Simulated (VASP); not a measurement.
BaO:

```
CELL_PARAMETERS angstrom
0.00000 2.78701 2.78701
2.78701 0.00000 2.78701
2.78701 2.78701 0.00000
ATOMIC_POSITIONS crystal
Ba 0.00000 0.00000 0.00000
O 0.50000 0.50000 0.50000
```

| Item | Value |
| --- | --- |
| Program | VASP 6.6.1 |
| Task | relaxation of cell and atoms |
| Functional | PBE |
| Potentials or basis | VASP PAW PBE potentials, release 64 (Ba_sv, O_h) |
| Cutoff | 1340 eV |
| k mesh | 8 × 8 × 8 |
| Occupations | gaussian, width 0.02 eV |
| Spin | no spin polarisation |

At the start: pressure 1.5 GPa; volume 21.65 Å³/atom.

Q: How do energy, volume and symmetry change on relaxing?

A: Over 3 steps the energy falls by 2.1 meV/atom and the volume is 22.10 Å³/atom (+2.1 %); space group Fm-3m (No. 225, to 0.1 Å) before and after.

Step by step:
```
step  energy change (eV)  largest force (eV/Å)  pressure (GPa)  volume (Å³)
   1              0.0000                0.0000            1.50        43.30
   2             -0.0035                0.0000           -0.56        44.58
   3             -0.0041                0.0000            0.01        44.20
```

Final structure:
```
CELL_PARAMETERS angstrom
0.00000 2.80626 2.80626
2.80626 0.00000 2.80626
2.80626 2.80626 0.00000
ATOMIC_POSITIONS crystal
Ba 0.00000 0.00000 0.00000
O 0.50000 0.50000 0.50000
```
